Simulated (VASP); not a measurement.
# Se (Im-3m) in VASP: a series of runs

Runs on Se. Level: PBE. Tasks: single point.

All numbers are computed with VASP 6.6.1; they aren't measurements. Logs are shortened: lines on timing, memory, paths and dates and some standing lists are left out, and cuts for length are marked.

### 1 The cell of the first run

It takes space group Im-3m (No. 229, cubic). Conventional cell: a = 2.964 Å, b = 2.964 Å, c = 2.964 Å, α = 90.00°, β = 90.00°, γ = 90.00°. Se (site symmetry m-3m) has 14 Se at 2.57 to 2.96 Å within 3.4 Å.

This isn't the form of Se at room conditions, which is trigonal, of chains.

### 2 Single point, PBE (13.02 Å³/atom)

The input, INCAR:

```
SYSTEM = Se
PREC = Accurate
ENCUT = 520
EDIFF = 1E-7
ISMEAR = 0
SIGMA = 0.05
LREAL = .FALSE.
LASPH = .TRUE.
NELM = 80
ALGO = Normal
ISIF = 2
LWAVE = .FALSE.
LCHARG = .TRUE.
GGA = PE
LELF = .TRUE.
LVHAR = .TRUE.
NBANDS = 9
```

The input, KPOINTS:

```
regular mesh
0
G
  20 20 20
  0 0 0
```

The input, POSCAR:

```
Se
1.0
   -1.4818229734      1.4818229734      1.4818229734
    1.4818229734     -1.4818229734      1.4818229734
    1.4818229734      1.4818229734     -1.4818229734
Se
1
Direct
    0.0000000000      0.0000000000      0.0000000000
```

Potentials or basis: VASP PAW PBE potentials, release 64 (Se).

The run is started by

```sh
cat potpaw_PBE.64/Se/POTCAR > POTCAR
mpirun -np 1 vasp_std > vasp.out
```

OUTCAR:

```text
SYSTEM = Se
   PREC = Accurate
   ENCUT = 520
   EDIFF = 1E-7
   ISMEAR = 0
   LREAL = .FALSE.
   LASPH = .TRUE.
   NELM = 80
   ISIF = 2
   GGA = PE

 ion  position               nearest neighbor table
   1  0.000  0.000  0.000-

  LATTYP: Found a body centered cubic cell.
 ALAT       =     2.9636459468

  Lattice vectors:

 A1 = (  -1.4818229734,   1.4818229734,   1.4818229734)
 A2 = (   1.4818229734,  -1.4818229734,   1.4818229734)
 A3 = (   1.4818229734,   1.4818229734,  -1.4818229734)

Analysis of symmetry for initial positions (statically):
=====================================================================
 Subroutine PRICEL returns:
 Original cell was already a primitive cell.

 Routine SETGRP: Setting up the symmetry group for a
 body centered cubic supercell.

 Subroutine GETGRP returns: Found 48 space group operations
 (whereof 48 operations were pure point group operations)
 out of a pool of 48 trial point group operations.

The static configuration has the point symmetry O_h .

Analysis of symmetry for dynamics (positions and initial velocities):
=====================================================================
 Subroutine PRICEL returns:
 Original cell was already a primitive cell.

 Routine SETGRP: Setting up the symmetry group for a
 body centered cubic supercell.

 Subroutine GETGRP returns: Found 48 space group operations
 (whereof 48 operations were pure point group operations)
 out of a pool of 48 trial point group operations.

The dynamic configuration has the point symmetry O_h .

 Subroutine INISYM returns: Found 48 space group operations
 (whereof 48 operations are pure point group operations),
 and found     1 'primitive' translations

----------------------------------------------------------------------------------------

                                     Primitive cell

  volume of cell :      13.0151

  direct lattice vectors                    reciprocal lattice vectors
    -1.481822973  1.481822973  1.481822973     0.000000000  0.337422222  0.337422222
     1.481822973 -1.481822973  1.481822973     0.337422222  0.000000000  0.337422222
     1.481822973  1.481822973 -1.481822973     0.337422222  0.337422222  0.000000000

  length of vectors
     2.566592678  2.566592678  2.566592678     0.477187082  0.477187082  0.477187082

  position of ions in fractional coordinates (direct lattice)
     0.000000000  0.000000000  0.000000000

  ion indices of the primitive-cell ions
   primitive index   ion index
                 1           1

----------------------------------------------------------------------------------------

 KPOINTS: regular mesh

Automatic generation of k-mesh.
 Grid dimensions read from file:
 generate k-points for:   20   20   20

 Generating k-lattice:

  Cartesian coordinates                     Fractional coordinates (reciprocal lattice)
     0.000000000  0.016871111  0.016871111     0.050000000  0.000000000  0.000000000
     0.016871111  0.000000000  0.016871111     0.000000000  0.050000000  0.000000000
     0.016871111  0.016871111  0.000000000     0.000000000  0.000000000  0.050000000

  Length of vectors
     0.023859354  0.023859354  0.023859354

  Shift w.r.t. Gamma in fractional coordinates (k-lattice)
     0.000000000  0.000000000  0.000000000

 Subroutine IBZKPT returns following result:
 ===========================================

 Found    256 irreducible k-points:

 Following reciprocal coordinates:
            Coordinates               Weight
  0.000000  0.000000  0.000000      1.000000
  0.050000  0.000000  0.000000     12.000000
  0.100000  0.000000  0.000000     12.000000
  0.150000  0.000000  0.000000     12.000000
  0.200000  0.000000  0.000000     12.000000
  0.250000  0.000000  0.000000     12.000000
[... 16 lines left out ...]
  0.200000  0.100000  0.000000     48.000000
  0.250000  0.100000  0.000000     48.000000
 [... further k-points ...]
   k-points           NKPTS =    256   k-points in BZ     NKDIM =    256   number of bands    NBANDS=      9
   number of dos      NEDOS =    301   number of ions     NIONS =      1
   total plane-waves  NPLWV =   8000
   dimension x,y,z NGX =    20 NGY =   20 NGZ =   20
   dimension x,y,z NGXF=    40 NGYF=   40 NGZF=   40
   ions per type =               1
   NGX,Y,Z   is equivalent  to a cutoff of  12.95, 12.95, 12.95 a.u.
   NGXF,Y,Z  is equivalent  to a cutoff of  25.91, 25.91, 25.91 a.u.
 SYSTEM =  Se
   PREC   = accura    normal or accurate (medium, high low for compatibility)
   ISTART =      0    job   : 0-new  1-cont  2-samecut
   ICHARG =      2    charge: 1-file 2-atom 10-const
   ISPIN  =      1    spin polarized calculation?
   LNONCOLLINEAR =      F non collinear calculations
   LSORBIT =      F    spin-orbit coupling
   LASPH  =      T    aspherical Exc in radial PAW
   ENCUT  =  520.0 eV  38.22 Ry    6.18 a.u.   4.77  4.77  4.77*2*pi/ulx,y,z
   NELM   =     80;   NELMIN=  2; NELMDL= -5     # of ELM steps
   EDIFF  = 0.1E-06   stopping-criterion for ELM
   LREAL  =      F    real-space projection
   EDIFFG = 0.1E-05   stopping-criterion for IOM
   NSW    =      0    number of steps for IOM
   IBRION =     -1    ionic relax: 0-MD 1-quasi-New 2-CG
   NFREE  =      0    steps in history (QN), initial steepest desc. (CG)
   ISIF   =      2    stress and relaxation
   ISYM   =      2    0-nonsym 1-usesym 2-fastsym
   POTIM  = 0.5000    time-step for ionic-motion
   TEBEG  =    0.0;   TEEND  =   0.0 temperature during run
   PSTRESS=    0.0 pullay stress
   NELECT =       6.0000    total number of electrons
   NUPDOWN=      -1.0000    fix difference up-down
   EMIN   =  10.00;   EMAX   =-10.00  energy-range for DOS
   EFERMI =   0.00;   METHOD = LEGACY
   ISMEAR =     0;   SIGMA  =   0.05  broadening in eV -4-tet -1-fermi 0-gaus
   EFERMI_NEDOS =   21; number of points for ismear=-14 and -15
   IALGO  =     38    algorithm
   IMIX   =      4    mixing-type and parameters
     AMIX     =   0.40;   BMIX     =  1.00
     AMIX_MAG =   1.60;   BMIX_MAG =  1.00
  volume/ion in A,a.u.               =      13.02        87.83
  Fermi-wavevector in a.u.,A,eV,Ry     =   1.264665  2.389871 21.760862  1.599378
  Thomas-Fermi vector in A             =   2.397959
   LORBIT       =      0    0 simple, 1 ext, 2 COOP (PROOUT), +10 PAW based schemes
   GGA     = PE    functional components
   LHFCALC =     F    Hartree Fock is set to
   AEXX    =    0.0000 exact exchange contribution
   IVDW    =     0    specifies the selected vdW correction
   LEPSILON=     F    determine dielectric tensor
   LRPA    =     F    only Hartree local field effects (RPA)
 non-spin polarized calculation
 Gauss-broadening in eV      SIGMA  =   0.05
  energy-cutoff  :      520.00
  volume of cell :       13.02
 maximum number of plane-waves:       370
   NGX =  9   NGY =  9   NGZ =  9

 number of electron       6.0000001 magnetization

 Free energy of the ion-electron system (eV)
  ---------------------------------------------------
  ext. energy  EPLUGINS =         0.00000000
  ---------------------------------------------------
  free energy    TOTEN  =        -1.55481957 eV

  energy without entropy =       -1.55354936  energy(sigma->0) =       -1.55418447

 E-fermi :  12.2824     XC(G=0): -12.7456

 val. band max:       12.2751499018   @ k =  -0.2500   0.3000   0.2000
 cond. band min:      12.2868026757   @ k =  -0.4000   0.4000   0.2000
 fundamental gap:      0.0116527739
 Fermi energy:        12.2824072943

 k-point     1 :       0.0000    0.0000    0.0000
  band No.  band energies     occupation
      1      -9.1767      2.00000
      2      18.2429      0.00000
      3      18.2429      0.00000
      4      18.2429      0.00000
      5      25.7521      0.00000
      6      25.7521      0.00000
      7      25.7521      0.00000
      8      29.4084      0.00000
      9      29.4084      0.00000

 k-point     2 :       0.0500    0.0000    0.0000
  band No.  band energies     occupation
      1      -9.0937      2.00000
      2      17.6375      0.00000
      3      17.9467      0.00000
      4      18.1798      0.00000
      5      25.3285      0.00000
      6      25.5933      0.00000
      7      26.1946      0.00000
      8      28.2693      0.00000
      9      28.8264      0.00000

 k-point     3 :       0.1000    0.0000    0.0000
  band No.  band energies     occupation
      1      -8.8450      2.00000
      2      16.0927      0.00000
      3      17.2203      0.00000
      4      17.9953      0.00000
      5      24.4273      0.00000
      6      24.8009      0.00000
      7      27.3597      0.00000
      8      27.9455      0.00000
      9      28.2418      0.00000

 k-point     4 :       0.1500    0.0000    0.0000
  band No.  band energies     occupation
      1      -8.4313      2.00000
      2      14.0576      0.00000
      3      16.3248      0.00000
      4      17.7064      0.00000
      5      23.4447      0.00000
      6      23.6959      0.00000
      7      27.9669      0.00000
      8      28.3032      0.00000
      9      28.9864      0.00000
[... 205 lines left out ...]
 k-point    22 :       0.1500    0.1000   -0.0000
  band No.  band energies     occupation
      1      -7.6077      2.00000
      2      11.6326      2.00000
      3      14.2281      0.00000
      4      16.4759      0.00000
      5      22.8578      0.00000
      6      23.8667      0.00000
      7      27.1658      0.00000
      8      29.4776      0.00000
      9      31.2812      0.00000

 k-point    23 :       0.2000    0.1000    0.0000
  band No.  band energies     occupation
      1      -6.8722      2.00000
      2       9.5911      2.00000
      3      13.1988      0.00000
      4      15.9669      0.00000
      5      22.2138      0.00000
      6      23.5887      0.00000
      7      27.2484      0.00000
      8      31.0573      0.00000
      9      32.3188      0.00000

 k-point    24 :       0.2500    0.1000    0.0000
  band No.  band energies     occupation
      1      -5.9834      2.00000
      2       7.5022      2.00000
      3      12.3847      0.00381
      4      15.4983      0.00000
      5      21.6195      0.00000
      6      23.3340      0.00000
      7      27.5763      0.00000
      8      32.5060      0.00000
      9      33.8434      0.00000

 [... further k-points ...]
[... 5 lines left out ...]
  --------------------------------------------------------------------------------------
  -------------------------------------------------------------------------------------
  Total        7.2149428      7.2149428      7.2149428      0.0000000      0.0000000      0.0000000
  in kB      888.1667581    888.1667581    888.1667581      0.0000000      0.0000000      0.0000000
  external PRESSURE =     888.1667581 kB  Pullay stress =       0.0000000 kB

 VOLUME and BASIS-vectors are now :
 -----------------------------------------------------------------------------
  energy-cutoff  :      520.00
  volume of cell :       13.02
      direct lattice vectors                 reciprocal lattice vectors
    -1.481822973  1.481822973  1.481822973     0.000000000  0.337422222  0.337422222
     1.481822973 -1.481822973  1.481822973     0.337422222  0.000000000  0.337422222
     1.481822973  1.481822973 -1.481822973     0.337422222  0.337422222  0.000000000

 POSITION                                       TOTAL-FORCE (eV/Angst)
 -----------------------------------------------------------------------------------
      0.00000      0.00000      0.00000        -0.000000     -0.000000     -0.000000
 -----------------------------------------------------------------------------------
    total drift:                                0.000000      0.000000     -0.000000

  FREE ENERGIE OF THE ION-ELECTRON SYSTEM (eV)
  ---------------------------------------------------
  free  energy   TOTEN  =        -1.5548195713 eV

  energy  without entropy=       -1.5535493603  energy(sigma->0) =       -1.55418447
```

It took 18 s on 1 thread of Intel Xeon Platinum 8488C (Sapphire Rapids), shared host; peak memory 0.15 GiB.

Results:

```yaml
Free_energy: -1.5548 eV
Pressure: 88.8 GPa
Band_gap_on_the_k_mesh: zero (bands 3 and 4 overlap by 12.90 eV)
```

Levels at points of the mesh, in eV from the Fermi level:
| k point | band 1 | band 2 | band 3 | band 4 | band 5 | band 6 |
| --- | --- | --- | --- | --- | --- | --- |
| (0.00, 0.00, 0.00) | -21.46 | 5.96 | 5.96 | 5.96 | 13.47 | 13.47 |
| (0.50, 0.00, 0.00) | -14.61 | -11.22 | 0.29 | 3.50 | 7.55 | 7.57 |
| (0.50, 0.50, 0.50) | -8.82 | -5.46 | -5.46 | -5.46 | 1.43 | 1.43 |

Caveat: the cell stands under pressure.

### 3 Single point, PBE (17.90 Å³/atom)

This run uses another cell than the first one, of 17.90 Å³/atom.

The input, INCAR:

```
SYSTEM = Se
PREC = Accurate ; ENCUT = 520
EDIFF = 1E-6 ; ISMEAR = 0
SIGMA = 0.05 ; LREAL = .FALSE.
LASPH = .TRUE. ; NELM = 100
ALGO = Normal ; ISIF = 2
LWAVE = .FALSE. ; LCHARG = .FALSE.
GGA = PE ; NBANDS = 9
```

The input, KPOINTS:

```
Automatic mesh
0
G
  18 18 18
  0 0 0
```

The input, POSCAR:

```
Se
1.0
   -1.6477723953      1.6477723953      1.6477723953
    1.6477723953     -1.6477723953      1.6477723953
    1.6477723953      1.6477723953     -1.6477723953
Se
1
Direct
    0.0000000000      0.0000000000      0.0000000000
```

Potentials or basis: VASP PAW PBE potentials, release 64 (Se).

The run is started by

```sh
cat potpaw_PBE.64/Se/POTCAR > POTCAR
mpirun -np 1 vasp_std > vasp.out
```

OUTCAR:

```text
SYSTEM = Se
   PREC = Accurate
   ENCUT = 520
   EDIFF = 1E-6
   ISMEAR = 0
   LREAL = .FALSE.
   LASPH = .TRUE.
   NELM = 100
   ISIF = 2
   GGA = PE

 ion  position               nearest neighbor table
   1  0.000  0.000  0.000-

  LATTYP: Found a body centered cubic cell.
 ALAT       =     3.2955447906

  Lattice vectors:

 A1 = (  -1.6477723953,   1.6477723953,   1.6477723953)
 A2 = (   1.6477723953,  -1.6477723953,   1.6477723953)
 A3 = (   1.6477723953,   1.6477723953,  -1.6477723953)

Analysis of symmetry for initial positions (statically):
=====================================================================
 Subroutine PRICEL returns:
 Original cell was already a primitive cell.

 Routine SETGRP: Setting up the symmetry group for a
 body centered cubic supercell.

 Subroutine GETGRP returns: Found 48 space group operations
 (whereof 48 operations were pure point group operations)
 out of a pool of 48 trial point group operations.

The static configuration has the point symmetry O_h .

[... 155 lines left out ...]
  free energy    TOTEN  =        -2.83651778 eV

  energy without entropy =       -2.83581935  energy(sigma->0) =       -2.83616857

 E-fermi :   7.1848     XC(G=0): -11.1912

 val. band max:        7.1832263606   @ k =  -0.3333   0.3333   0.1111
 cond. band min:       7.1855268532   @ k =   0.2778   0.1111   0.1111
 fundamental gap:      0.0023004926
 Fermi energy:         7.1848183487

 k-point     1 :       0.0000    0.0000    0.0000
  band No.  band energies     occupation
      1     -10.1886      2.00000
      2      10.8334      0.00000
      3      10.8334      0.00000
      4      10.8334      0.00000
      5      19.8577      0.00000
      6      19.8577      0.00000
      7      19.8577      0.00000
      8      20.1501      0.00000
      9      23.0746      0.00000
[... 265 lines left out ...]
 k-point    24 :       0.3889    0.1111    0.0000
  band No.  band energies     occupation
      1      -6.0559      2.00000
      2       0.0726      2.00000
      3       6.1782      2.00000
      4       8.9620      0.00000
      5      15.1585      0.00000
      6      17.0323      0.00000
      7      23.0040      0.00000
      8      25.4641      0.00000
      9      27.9644      0.00000

 [... further k-points ...]
[... 5 lines left out ...]
  --------------------------------------------------------------------------------------
  -------------------------------------------------------------------------------------
  Total        1.4024888      1.4024888      1.4024888     -0.0000000     -0.0000000      0.0000000
  in kB      125.5620252    125.5620252    125.5620252     -0.0000000     -0.0000000      0.0000000
  external PRESSURE =     125.5620252 kB  Pullay stress =       0.0000000 kB

 VOLUME and BASIS-vectors are now :
 -----------------------------------------------------------------------------
  energy-cutoff  :      520.00
  volume of cell :       17.90
      direct lattice vectors                 reciprocal lattice vectors
    -1.647772395  1.647772395  1.647772395     0.000000000  0.303439966  0.303439966
     1.647772395 -1.647772395  1.647772395     0.303439966  0.000000000  0.303439966
     1.647772395  1.647772395 -1.647772395     0.303439966  0.303439966  0.000000000

 POSITION                                       TOTAL-FORCE (eV/Angst)
 -----------------------------------------------------------------------------------
      0.00000      0.00000      0.00000         0.000000      0.000000     -0.000000
 -----------------------------------------------------------------------------------
    total drift:                                0.000000      0.000000      0.000000

  FREE ENERGIE OF THE ION-ELECTRON SYSTEM (eV)
  ---------------------------------------------------
  free  energy   TOTEN  =        -2.8365177846 eV

  energy  without entropy=       -2.8358193531  energy(sigma->0) =       -2.83616857
```

OSZICAR:

```text
N       E                     dE             d eps       ncg     rms          rms(c)
DAV:   1     0.865111026172E+01    0.86511E+01   -0.29420E+03  3526   0.578E+02
DAV:   2    -0.261176730125E+01   -0.11263E+02   -0.10912E+02  4898   0.751E+01
DAV:   3    -0.283386308430E+01   -0.22210E+00   -0.22102E+00  4110   0.942E+00
DAV:   4    -0.283419319954E+01   -0.33012E-03   -0.33010E-03  4765   0.400E-01
DAV:   5    -0.283419340818E+01   -0.20864E-06   -0.20935E-06  4148   0.873E-03    0.404E+00
DAV:   6    -0.283541602454E+01   -0.12226E-02   -0.97947E-04  4086   0.195E-01    0.241E+00
DAV:   7    -0.283650434706E+01   -0.10883E-02   -0.19975E-03  3751   0.280E-01    0.449E-02
DAV:   8    -0.283651711375E+01   -0.12767E-04   -0.47806E-05  4077   0.463E-02    0.703E-03
DAV:   9    -0.283651778464E+01   -0.67090E-06   -0.96617E-07  3812   0.716E-03
   1 F= -.28365178E+01 E0= -.28361686E+01  d E =-.698432E-03
```

Run time: 10 s. Hardware: 1 thread of Intel Xeon Platinum 8488C (Sapphire Rapids), shared host; peak memory 0.16 GiB.

Results:

```yaml
Free_energy: -2.8365 eV
Pressure: 12.6 GPa
Band_gap_on_the_k_mesh: zero (bands 3 and 4 overlap by 7.41 eV)
```

Caveat: the cell stands under pressure.

### 4 Single point, PBE (13.83 Å³/atom)

This run uses another cell than the first one, of 13.83 Å³/atom.

The input, INCAR:

```
SYSTEM = Se
ALGO = Normal
EDIFF = 1E-7
ENCUT = 520
GGA = PE
ISIF = 2
ISMEAR = 0
LASPH = .TRUE.
LCHARG = .TRUE.
LELF = .TRUE.
LREAL = .FALSE.
LVHAR = .TRUE.
LWAVE = .FALSE.
NBANDS = 9
NELM = 100
PREC = Accurate
SIGMA = 0.05
```

The input, KPOINTS:

```
k-points
0
G
  20 20 20
  0 0 0
```

The input, POSCAR:

```
Se
1.0
   -1.5120725749      1.5120725749      1.5120725749
    1.5120725749     -1.5120725749      1.5120725749
    1.5120725749      1.5120725749     -1.5120725749
Se
1
Direct
    0.0000000000      0.0000000000      0.0000000000
```

The run is started by

```sh
cat potpaw_PBE.64/Se/POTCAR > POTCAR
mpirun -np 1 vasp_std > vasp.out
```

Wall time 16 s (1 thread of Intel Xeon Platinum 8488C (Sapphire Rapids), shared host); peak memory 0.15 GiB.

It converged, with:

- Free energy: -1.9493 eV
- Pressure: 67.4 GPa
- Band gap on the k mesh: zero (bands 3 and 4 overlap by 11.86 eV)

Levels at points of the mesh, in eV from the Fermi level:
```
           k point  band 1  band 2  band 3  band 4  band 5  band 6  band 7  band 8
(0.00, 0.00, 0.00)  -20.56    5.45    5.45    5.45   13.31   13.31   13.31   16.89
(0.50, 0.00, 0.00)  -14.26  -10.47    0.26    3.32    7.43    7.70   19.96   21.58
(0.50, 0.50, 0.50)   -9.09   -5.09   -5.09   -5.09    1.87    1.87   27.14   27.14
```

Caveat: the cell stands under pressure.

### 5 Overview

| cell | k mesh | gap on the mesh (eV) | pressure (GPa) |
| --- | --- | --- | --- |
| a = 2.567 Å, angles 109.5°, 1 atom | 20 × 20 × 20 | none | 88.8 |
| a = 2.854 Å, angles 109.5°, 1 atom | 18 × 18 × 18 | none | 12.6 |
| a = 2.619 Å, angles 109.5°, 1 atom | 20 × 20 × 20 | none | 67.4 |

Alike in all rows: task single point; level PBE; potentials or basis VASP PAW PBE potentials, release 64 (Se); no spin polarisation; cutoff (eV) 520; smearing gaussian 0.05 eV.

Caveats: the cell stands under pressure.

Total energies depend on the potentials used, so only differences within one code and one set of settings carry meaning.

The gap in the log of VASP goes by the Fermi energy; the results here count the filled bands.